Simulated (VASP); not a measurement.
A run of VASP 6.6.1 is set up as follows.

Contents of INCAR:

```
SYSTEM = Ga
PREC = Accurate
ENCUT = 520
EDIFF = 1E-6
ISMEAR = 0
SIGMA = 0.1
LREAL = .False.
LASPH = .True.
NELM = 80
ALGO = Fast
ISIF = 2
LWAVE = .False.
LCHARG = .True.
GGA = PE
LELF = .True.
LVHAR = .True.
NBANDS = 12
```

KPOINTS

```
Automatic mesh
0
Gamma
  6 6 6
  0 0 0
```

Contents of POSCAR:

```
Ga
1.0
    0.0000000000      2.0916244283      2.0916244283
    2.0916244283      0.0000000000      2.0916244283
    2.0916244283      2.0916244283      0.0000000000
Ga
1
Direct
    0.0000000000      0.0000000000      0.0000000000
```

Potentials or basis: VASP PAW PBE potentials, release 64 (Ga_d).

Run with:

```bash
$ cat potpaw_PBE.64/Ga_d/POTCAR > POTCAR
$ mpirun -np 1 vasp_std > vasp.out
```

What does it give for the pressure?

0.2 GPa.

Caveat: the k points lie up to 0.43 Å⁻¹ apart.
